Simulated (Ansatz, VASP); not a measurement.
**C in VASP and in Ansatz**

Contents of INCAR:

```
SYSTEM = C
  ALGO = Normal
  EDIFF = 1E-7
  EDIFFG = -0.002
  ENCUT = 600
  GGA = PE
  GGA_COMPAT = .False.
  IBRION = 2
  ISIF = 3
  ISMEAR = 0
  LASPH = .True.
  LCHARG = .False.
  LREAL = .False.
  LWAVE = .False.
  NELM = 120
  NELMIN = 4
  NSW = 100
  PREC = Accurate
  SIGMA = 0.02
```

The input KPOINTS:

```
k-points
0
Gamma
  12 12 12
  0 0 0
```

The input POSCAR:

```
C
1.0
    0.0000000000      1.7833700000      1.7833700000
    1.7833700000      0.0000000000      1.7833700000
    1.7833700000      1.7833700000      0.0000000000
C
2
Direct
    0.7500000000      0.7500000000      0.7500000000
    0.5000000000      0.5000000000      0.5000000000
```

Input for Ansatz:

```yaml
crystal:
  lattice:
    - [0.0, 1.78337, 1.78337]
    - [1.78337, 0.0, 1.78337]
    - [1.78337, 1.78337, 0.0]
  atoms:
    - { symbol: C, position: [0.75, 0.75, 0.75] }
    - { symbol: C, position: [0.5, 0.5, 0.5] }
basis:
  ecutwfc: 420
kpoints:
  mp_grid: { grid: [12, 12, 12] }
hamiltonian:
  xc: pbe
scf:
  occupations: { method: gaussian, width: 0.02 }
output:
  forces: true
  stress: true
  eigenvalues: true
relax:
  adjacent_minimum: "off"
  f_tol: 0.002
  max_steps: 80
  cell: { stress_tol: 0.02 }
```

Alike in both runs: task relaxation of cell and atoms; functional PBE; k mesh 12 × 12 × 12; occupations gaussian, width 0.02 eV; no spin polarisation.

```csv
,VASP,Ansatz
version,VASP 6.6.1,Ansatz 0.2.0
potentials or method,"VASP PAW PBE potentials, release 64 (C), cutoff 600 eV","scalar-relativistic, plane waves, PAW"
valence electrons in the cell,8,8
```

Ansatz gave:

```
gap on the k mesh at the Fermi level, each at its own relaxed structure (eV) : 4.15
relaxed volume (Å³/atom)                                                     : 5.70
relaxed cell length with the largest relative difference (Å)                 : 2.526
```

Question: What did VASP give for the same quantities?

Answer: gap on the k mesh at the Fermi level, each at its own relaxed structure (eV): 4.14; relaxed volume (Å³/atom): 5.69; relaxed cell length with the largest relative difference (Å): 2.525.
